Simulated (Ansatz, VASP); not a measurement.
One calculation of HfO2, two programs

Contents of POSCAR:

```
HfO2
1.0
    4.8135329900      0.0000000000      0.0000000000
    0.0000000000      4.8135329900      0.0000000000
    0.0000000000      0.0000000000      3.2054154100
Hf O
2 4
Direct
    0.0000000000      0.0000000000      0.0000000000
    0.5000000000      0.5000000000      0.5000000000
    0.1949551200      0.8050448800      0.5000000000
    0.3050448800      0.3050448800      0.0000000000
    0.6949551200      0.6949551200      0.0000000000
    0.8050448800      0.1949551200      0.5000000000
```

INCAR.step1

```
SYSTEM = HfO2
PREC = Accurate
ENCUT = 520
ISMEAR = 0
SIGMA = 0.05
LREAL = .FALSE.
LASPH = .TRUE.
NELM = 100
NBANDS = 31
GGA = PE
ALGO = Normal
EDIFF = 1E-4
LWAVE = .TRUE.
LCHARG = .FALSE.
```

The input INCAR.step2:

```
SYSTEM = HfO2
PREC = Accurate
ENCUT = 520
EDIFF = 1E-6
ISMEAR = 0
SIGMA = 0.05
LREAL = .FALSE.
LASPH = .TRUE.
NELM = 100
ALGO = Normal
ISIF = 2
LWAVE = .FALSE.
LCHARG = .FALSE.
METAGGA = R2SCAN
LMIXTAU = .TRUE.
NBANDS = 31
ISTART = 1
```

KPOINTS

```
Automatic mesh
0
G
  6 6 8
  0 0 0
```

Input for Ansatz:

```yaml
crystal:
  lattice:
    - [4.81353299, 0.0, 0.0]
    - [0.0, 4.81353299, 0.0]
    - [0.0, 0.0, 3.20541541]
  atoms:
    - { symbol: Hf, position: [0.0, 0.0, 0.0] }
    - { symbol: Hf, position: [0.5, 0.5, 0.5] }
    - { symbol: O, position: [0.19495512, 0.80504488, 0.5] }
    - { symbol: O, position: [0.30504488, 0.30504488, 0.0] }
    - { symbol: O, position: [0.69495512, 0.69495512, 0.0] }
    - { symbol: O, position: [0.80504488, 0.19495512, 0.5] }
basis:
  ecutwfc: 500
kpoints:
  mp_grid: { grid: [6, 6, 8] }
hamiltonian:
  xc: r2scan
scf:
  occupations: { method: gaussian, width: 0.05 }
output:
  forces: true
  stress: true
  eigenvalues: true
```

Alike in both runs: task single point; functional r2SCAN; k mesh 6 × 6 × 8; occupations gaussian, width 0.05 eV; no spin polarisation.

|  | VASP | Ansatz |
| --- | --- | --- |
| version | VASP 6.6.1 | Ansatz 0.2.0 |
| potentials or method | VASP PAW PBE potentials, release 64 (Hf_pv, O), cutoff 520 eV | scalar-relativistic, plane waves, PAW |
| valence electrons in the cell | 44 | 76 |

|  | VASP | Ansatz | Ansatz less VASP |
| --- | --- | --- | --- |
| gap on the k mesh at the Fermi level (eV) | 4.53 | 4.59 | +0.062 |
| least direct gap on the mesh (eV) | 4.53 | 4.59 | +0.062 |
| pressure (GPa) | 0.3 | 3.6 | +3.25 |
| traceless stress, the component that is largest in VASP (GPa) | -0.04 | 0.53 | +0.565 |
| rms of the force components (eV/Å) | 0.005 | 0.019 | +0.0143 |

VASP's potentials were made for PBE, not for r2SCAN. Atom by atom the forces differ by 0.025 eV/Å (rms over components). VASP's potentials hold 44 valence electrons a cell and Ansatz's 76, so a difference there can come from the potentials and not from the codes.

Spin-orbit coupling is off throughout.
